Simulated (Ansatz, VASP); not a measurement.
## Two plane-wave programs on EuMn

```xyz
2
Lattice="3.6893 0.0000 0.0000 0.0000 3.6893 0.0000 0.0000 0.0000 3.6893" Properties=species:S:1:pos:R:3 pbc="T T T"
Eu    0.0000    0.0000    0.0000
Mn    1.8447    1.8447    1.8447
```

Alike in both runs: task single point; functional PBE; k mesh 8 × 8 × 8; occupations gaussian, width 0.05 eV; collinear spin; Hubbard terms Eu f U = 6.0 eV.

```csv
,VASP,Ansatz
version,VASP 6.6.1,Ansatz 0.2.0
potentials or method,"VASP PAW PBE potentials, release 64 (Eu, Mn_pv), cutoff 520 eV","scalar-relativistic, plane waves, PAW"
valence electrons in the cell,30,32
```

VASP gave:

```
gap on the k mesh at the Fermi level (eV)                     : none
pressure (GPa)                                                : 1.6
net moment per atom (μB)                                      : 1.82
size of the moment on the site where the two differ most (μB) : 6.83
```

Q: Which values does Ansatz return?

A: gap on the k mesh at the Fermi level (eV): none; pressure (GPa): 1.7; net moment per atom (μB): 1.82; size of the moment on the site where the two differ most (μB): 7.05.

Site moments also hang on the region over which each program counts them. The programs project onto different local orbitals, so the same U acts differently, and such runs can settle in different states. A gap of «none» marks a metal or a gap that the smearing closes. VASP's potentials hold 30 valence electrons a cell and Ansatz's 32, so a difference there can come from the potentials and not from the codes. Ansatz's warnings: filled band counts differ across k points.

Spin-orbit coupling is off throughout.
